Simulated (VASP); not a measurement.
# SrMg (Fm-3m) in VASP: a series of runs

The runs below take SrMg through single point, relaxation of cell and atoms, with LDA.

Everything below comes from runs of VASP 6.6.1. Logs are shortened: lines on timing, memory, paths and dates and some standing lists are left out, and cuts for length are marked.

## 1. The cell of the first run

Symmetry: Fm-3m, No. 225, cubic system. Conventional cell: a = 6.806 Å, b = 6.806 Å, c = 6.806 Å, α = 90.00°, β = 90.00°, γ = 90.00°. Sr (site symmetry m-3m) has 6 Mg at 3.40 Å within 4.5 Å. Mg (site symmetry m-3m) has 6 Sr at 3.40 Å within 4.5 Å.

## 2. Single point, LDA

The input, INCAR:

```
SYSTEM = SrMg
PREC = Accurate ; ENCUT = 520
EDIFF = 1E-6 ; ISMEAR = 0
SIGMA = 0.1 ; LREAL = .False.
LASPH = .True. ; NELM = 100
ALGO = Normal ; ISIF = 2
LWAVE = .False. ; LCHARG = .False.
NBANDS = 13
```

The input, KPOINTS:

```
regular mesh
0
Gamma
  6 6 6
  0 0 0
```

The input, POSCAR:

```
SrMg
1.0
    0.0000000000      3.4029854661      3.4029854661
    3.4029854661      0.0000000000      3.4029854661
    3.4029854661      3.4029854661      0.0000000000
Sr Mg
1 1
Direct
    0.5000000000      0.5000000000      0.5000000000
    0.0000000000      0.0000000000      0.0000000000
```

Potentials or basis: VASP PAW LDA potentials, release 64 (Sr_sv, Mg).

Command:

```bash
$ cat potpaw_LDA.64/Sr_sv/POTCAR potpaw_LDA.64/Mg/POTCAR > POTCAR
$ mpirun -np 1 vasp_std > vasp.out
```

OUTCAR:

```text
SYSTEM = SrMg
   PREC = Accurate
   ENCUT = 520
   EDIFF = 1E-6
   ISMEAR = 0
   LREAL = .False.
   LASPH = .True.
   NELM = 100
   ISIF = 2

 ion  position               nearest neighbor table
   1  0.500  0.500  0.500-   2 3.40   2 3.40   2 3.40   2 3.40   2 3.40   2 3.40
   2  0.000  0.000  0.000-   1 3.40   1 3.40   1 3.40   1 3.40   1 3.40   1 3.40

  LATTYP: Found a face centered cubic cell.
 ALAT       =     6.8059709322

  Lattice vectors:

 A1 = (   0.0000000000,   3.4029854661,   3.4029854661)
 A2 = (   3.4029854661,   0.0000000000,   3.4029854661)
 A3 = (   3.4029854661,   3.4029854661,   0.0000000000)

Analysis of symmetry for initial positions (statically):
=====================================================================
 Subroutine PRICEL returns:
 Original cell was already a primitive cell.

 Routine SETGRP: Setting up the symmetry group for a
 face centered cubic supercell.

 Subroutine GETGRP returns: Found 48 space group operations
 (whereof 48 operations were pure point group operations)
 out of a pool of 48 trial point group operations.

The static configuration has the point symmetry O_h .

Analysis of symmetry for dynamics (positions and initial velocities):
=====================================================================
 Subroutine PRICEL returns:
 Original cell was already a primitive cell.

 Routine SETGRP: Setting up the symmetry group for a
 face centered cubic supercell.

 Subroutine GETGRP returns: Found 48 space group operations
 (whereof 48 operations were pure point group operations)
 out of a pool of 48 trial point group operations.

The dynamic configuration has the point symmetry O_h .

 Subroutine INISYM returns: Found 48 space group operations
 (whereof 48 operations are pure point group operations),
 and found     1 'primitive' translations

----------------------------------------------------------------------------------------

                                     Primitive cell

  volume of cell :      78.8153

  direct lattice vectors                    reciprocal lattice vectors
     0.000000000  3.402985466  3.402985466    -0.146929808  0.146929808  0.146929808
     3.402985466  0.000000000  3.402985466     0.146929808 -0.146929808  0.146929808
     3.402985466  3.402985466  0.000000000     0.146929808  0.146929808 -0.146929808

  length of vectors
     4.812548199  4.812548199  4.812548199     0.254489892  0.254489892  0.254489892

  position of ions in fractional coordinates (direct lattice)
     0.500000000  0.500000000  0.500000000
     0.000000000  0.000000000  0.000000000

  ion indices of the primitive-cell ions
   primitive index   ion index
                 1           1
                 2           2

[... 75 lines left out ...]
   EMIN   =  10.00;   EMAX   =-10.00  energy-range for DOS
   EFERMI =   0.00;   METHOD = LEGACY
   ISMEAR =     0;   SIGMA  =   0.10  broadening in eV -4-tet -1-fermi 0-gaus
   EFERMI_NEDOS =   21; number of points for ismear=-14 and -15
   IALGO  =     38    algorithm
   IMIX   =      4    mixing-type and parameters
     AMIX     =   0.40;   BMIX     =  1.00
     AMIX_MAG =   1.60;   BMIX_MAG =  1.00
  volume/ion in A,a.u.               =      39.41       265.94
  Fermi-wavevector in a.u.,A,eV,Ry     =   0.874175  1.651952 10.397331  0.764182
  Thomas-Fermi vector in A             =   1.993669
   LORBIT       =      0    0 simple, 1 ext, 2 COOP (PROOUT), +10 PAW based schemes
   GGA     = CA    functional components
   LHFCALC =     F    Hartree Fock is set to
   AEXX    =    0.0000 exact exchange contribution
   IVDW    =     0    specifies the selected vdW correction
   LEPSILON=     F    determine dielectric tensor
   LRPA    =     F    only Hartree local field effects (RPA)
 non-spin polarized calculation
 Gauss-broadening in eV      SIGMA  =   0.10
  energy-cutoff  :      520.00
  volume of cell :       78.82
 maximum number of plane-waves:      2158
   NGX = 17   NGY = 17   NGZ = 17

 number of electron      12.0000000 magnetization

 Free energy of the ion-electron system (eV)
  ---------------------------------------------------
  ext. energy  EPLUGINS =         0.00000000
  ---------------------------------------------------
  free energy    TOTEN  =        -3.26242238 eV

  energy without entropy =       -3.24610657  energy(sigma->0) =       -3.25426447

 E-fermi :   1.4374     XC(G=0):  -7.8683

 val. band max:        1.3779324890   @ k =  -0.3333   0.3333   0.1667
 cond. band min:       1.4900114450   @ k =   0.3333   0.1667   0.0000
 fundamental gap:      0.1120789560
 Fermi energy:         1.4374427898

 k-point     1 :       0.0000    0.0000    0.0000
  band No.  band energies     occupation
      1     -34.6137      2.00000
      2     -16.6978      2.00000
      3     -16.6978      2.00000
      4     -16.6978      2.00000
      5      -3.2090      2.00000
      6       3.3101      0.00000
      7       3.3101      0.00000
      8       3.3101      0.00000
      9       4.0358      0.00000
     10       4.0358      0.00000
     11       5.4139      0.00000
     12       5.4139      0.00000
     13       5.4139      0.00000
[... 226 lines left out ...]
  band No.  band energies     occupation
      1     -34.6100      2.00000
      2     -16.7497      2.00000
      3     -16.7315      2.00000
      4     -16.7233      2.00000
      5      -0.7954      2.00000
      6       0.9573      2.00000
      7       1.3720      1.64508
      8       1.9126      0.00000
      9       4.2577      0.00000
     10       4.6081      0.00000
     11       5.4677      0.00000
     12       5.8134      0.00000
     13       6.1637      0.00000

------------------------ aborting loop because EDIFF is reached ----------------------------------------

  FORCE on cell =-STRESS in cart. coord.  units (eV):
  Direction    XX          YY          ZZ          XY          YZ          ZX
  --------------------------------------------------------------------------------------
  -------------------------------------------------------------------------------------
  Total       -0.0525158     -0.0525158     -0.0525158     -0.0000000      0.0000000     -0.0000000
  in kB       -1.0675558     -1.0675558     -1.0675558     -0.0000000      0.0000000     -0.0000000
  external PRESSURE =      -1.0675558 kB  Pullay stress =       0.0000000 kB

 VOLUME and BASIS-vectors are now :
 -----------------------------------------------------------------------------
  energy-cutoff  :      520.00
  volume of cell :       78.82
      direct lattice vectors                 reciprocal lattice vectors
     0.000000000  3.402985466  3.402985466    -0.146929808  0.146929808  0.146929808
     3.402985466  0.000000000  3.402985466     0.146929808 -0.146929808  0.146929808
     3.402985466  3.402985466  0.000000000     0.146929808  0.146929808 -0.146929808

 POSITION                                       TOTAL-FORCE (eV/Angst)
 -----------------------------------------------------------------------------------
      3.40299      3.40299      3.40299        -0.000000      0.000000      0.000000
      0.00000      0.00000      0.00000         0.000000     -0.000000     -0.000000
 -----------------------------------------------------------------------------------
    total drift:                                0.000000      0.000000      0.000000

  FREE ENERGIE OF THE ION-ELECTRON SYSTEM (eV)
  ---------------------------------------------------
  free  energy   TOTEN  =        -3.2624223786 eV

  energy  without entropy=       -3.2461065702  energy(sigma->0) =       -3.25426447
```

stdout:

```text
POSCAR found type information on POSCAR SrMg
 POSCAR found :  2 types and       2 ions
 scaLAPACK will be used
 LDA part: xc-table for (Slater(with rela. corr.)+CA(PZ))
 , standard interpolation
 POSCAR, INCAR and KPOINTS ok, starting setup
 FFT: planning ... GRIDC
 FFT: planning ... GRID_SOFT
 FFT: planning ... GRID
 WAVECAR not read
 entering main loop
```

Run time: 6.3 s. Hardware: 1 thread of Intel Xeon 6975P-C (Granite Rapids), shared host; peak memory 0.18 GiB.

Results:

- Free energy: -3.2624 eV
- Pressure: -0.1 GPa
- Band gap on the k mesh: zero (band 6 reaches 3.31 eV, above the bottom of band 7 at 1.10 eV)

Levels at points of the mesh, in eV from the Fermi level:
| k point | band 2 | band 3 | band 4 | band 5 | band 6 | band 7 | band 8 | band 9 | band 10 | band 11 |
| --- | --- | --- | --- | --- | --- | --- | --- | --- | --- | --- |
| (0.00, 0.00, 0.00) | -18.14 | -18.14 | -18.14 | -4.65 | 1.87 | 1.87 | 1.87 | 2.60 | 2.60 | 3.98 |
| (0.50, 0.00, 0.00) | -18.20 | -18.14 | -18.14 | -2.29 | -1.91 | 0.89 | 0.89 | 3.89 | 3.89 | 3.89 |
| (0.50, 0.50, 0.00) | -18.20 | -18.16 | -18.16 | -2.51 | -0.60 | 0.38 | 1.93 | 1.93 | 2.80 | 3.43 |

## 3. Relaxation of cell and atoms, LDA

This run uses another cell than the first one, of 42.86 Å³/atom, 1.088 times its volume.

The input, INCAR:

```
SYSTEM = SrMg
ALGO     = Normal         ! electronic algorithm
EDIFF    = 1E-6           ! SCF threshold, eV
EDIFFG   = -0.03          ! ionic threshold
ENCUT    = 600            ! plane-wave cutoff, eV
GGA      = CA             ! functional
IBRION   = 2              ! ionic algorithm
ISIF     = 3              ! what is computed and relaxed
ISMEAR   = 0              ! smearing method
LASPH    = .TRUE.         ! aspherical terms in the spheres
LCHARG   = .FALSE.        ! write CHGCAR
LREAL    = .FALSE.        ! projectors in reciprocal space
LWAVE    = .FALSE.        ! write WAVECAR
NELM     = 80             ! most SCF steps
NSW      = 80             ! ionic steps
PREC     = Accurate       ! precision mode
SIGMA    = 0.1            ! smearing width, eV
```

The input, KPOINTS:

```
k-points
0
G
  6 6 6
  0 0 0
```

The input, POSCAR:

```
SrMg
1.0
    0.0000000000      3.4995140000      3.4995140000
    3.4995140000      0.0000000000      3.4995140000
    3.4995140000      3.4995140000      0.0000000000
Sr Mg
1 1
Direct
    0.5000000000      0.5000000000      0.5000000000
    0.0000000000      0.0000000000      0.0000000000
```

Potentials or basis: VASP PAW LDA potentials, release 64 (Sr_sv, Mg).

Command:

```bash
$ cat potpaw_LDA.64/Sr_sv/POTCAR potpaw_LDA.64/Mg/POTCAR > POTCAR
$ mpirun -np 1 vasp_std > vasp.out
```

OUTCAR:

```text
SYSTEM = SrMg
   EDIFF = 1E-6
   EDIFFG = -0.03
   ENCUT = 600
   GGA = CA
   IBRION = 2
   ISIF = 3
   ISMEAR = 0
   LASPH = .TRUE.
   LREAL = .FALSE.
   NELM = 80
   NSW = 80
   PREC = Accurate

 ion  position               nearest neighbor table
   1  0.500  0.500  0.500-   2 3.50   2 3.50   2 3.50   2 3.50   2 3.50   2 3.50
   2  0.000  0.000  0.000-   1 3.50   1 3.50   1 3.50   1 3.50   1 3.50   1 3.50

  LATTYP: Found a face centered cubic cell.
 ALAT       =     6.9990280000

  Lattice vectors:

 A1 = (   0.0000000000,   3.4995140000,   3.4995140000)
 A2 = (   3.4995140000,   0.0000000000,   3.4995140000)
 A3 = (   3.4995140000,   3.4995140000,   0.0000000000)

Analysis of symmetry for initial positions (statically):
=====================================================================
 Subroutine PRICEL returns:
 Original cell was already a primitive cell.

[... 169 lines left out ...]
  Total       -0.7357599     -0.7357599     -0.7357599      0.0000000      0.0000000     -0.0000000
  in kB      -13.7528757    -13.7528757    -13.7528757      0.0000000      0.0000000     -0.0000000
  external PRESSURE =     -13.7528757 kB  Pullay stress =       0.0000000 kB
[... 59 lines left out ...]
--------------------------------------- Ionic step        3  -------------------------------------------

 number of electron      12.0000000 magnetization

 Free energy of the ion-electron system (eV)
  ---------------------------------------------------
  ext. energy  EPLUGINS =         0.00000000
  ---------------------------------------------------
  free energy    TOTEN  =        -3.26268885 eV

  energy without entropy =       -3.24638679  energy(sigma->0) =       -3.25453782

 E-fermi :   1.4496     XC(G=0):  -7.8796

 val. band max:        1.3901361574   @ k =  -0.3333   0.3333   0.1667
 cond. band min:       1.5033104491   @ k =   0.3333   0.1667   0.0000
 fundamental gap:      0.1131742917
 Fermi energy:         1.4495810349

 k-point     1 :       0.0000    0.0000    0.0000
  band No.  band energies     occupation
      1     -34.5922      2.00000
      2     -16.6771      2.00000
      3     -16.6771      2.00000
      4     -16.6771      2.00000
      5      -3.2036      2.00000
      6       3.3239      0.00000
      7       3.3239      0.00000
      8       3.3239      0.00000
      9       4.0528      0.00000
     10       4.0528      0.00000
[... 222 lines left out ...]
  FREE ENERGIE OF THE ION-ELECTRON SYSTEM (eV)
  ---------------------------------------------------
  free  energy   TOTEN  =        -3.2626888475 eV

  energy  without entropy=       -3.2463867916  energy(sigma->0) =       -3.25453782

 reached required accuracy - stopping structural energy minimisation
```

CONTCAR:

```text
SrMg
   1.00000000000000
     0.0000000000000000    3.3989936280546078    3.3989936280546078
     3.3989936280546078    0.0000000000000000    3.3989936280546078
     3.3989936280546078    3.3989936280546078    0.0000000000000000
  Sr              Mg
     1     1
Direct
     0.5000000000000000    0.5000000000000000    0.5000000000000000
     0.0000000000000000    0.0000000000000000    0.0000000000000000

  0.00000000E+00  0.00000000E+00  0.00000000E+00
  0.00000000E+00  0.00000000E+00  0.00000000E+00
```

Run time: 17 s. Hardware: 1 thread of Intel Xeon 6975P-C (Granite Rapids), shared host; peak memory 0.2 GiB.

Results:

* Free energy: -3.2627 eV
* Relaxed volume: 39.27 Å³/atom
* Relaxed cell: a = 4.807 Å, b = 4.807 Å, c = 4.807 Å, α = 60.00°, β = 60.00°, γ = 60.00°
* Space group after relaxing (to 0.05 Å): Fm-3m (No. 225)
* Energy gained by relaxing: 17.0 meV/atom
* Ionic steps: 3
* Pressure after relaxing: 0.0 GPa
* Band gap on the k mesh: zero (band 6 reaches 3.32 eV, above the bottom of band 7 at 1.11 eV)

Step by step:
| step | energy change (eV) | largest force (eV/Å) | pressure (GPa) | volume (Å³) |
| --- | --- | --- | --- | --- |
| 1 | 0.0000 | 0.0000 | -1.38 | 85.71 |
| 2 | -0.0283 | 0.0000 | -0.61 | 81.23 |
| 3 | -0.0340 | 0.0000 | -0.04 | 78.54 |

Final structure:
```
Sr Mg
1.0
     0.00000    3.39899    3.39899
     3.39899    0.00000    3.39899
     3.39899    3.39899    0.00000
Sr Mg
1 1
Direct
  0.50000 0.50000 0.50000
  0.00000 0.00000 0.00000
```

Levels at points of the mesh, in eV from the Fermi level:
```
           k point  band 3  band 4  band 5  band 6  band 7  band 8  band 9  band 10
(0.00, 0.00, 0.00)  -18.13  -18.13   -4.65    1.87    1.87    1.87    2.60     2.60
(0.50, 0.00, 0.00)  -18.14  -18.14   -2.28   -1.91    0.90    0.90    3.90     3.90
(0.50, 0.50, 0.00)  -18.15  -18.15   -2.52   -0.60    0.37    1.94    1.94     2.81
```
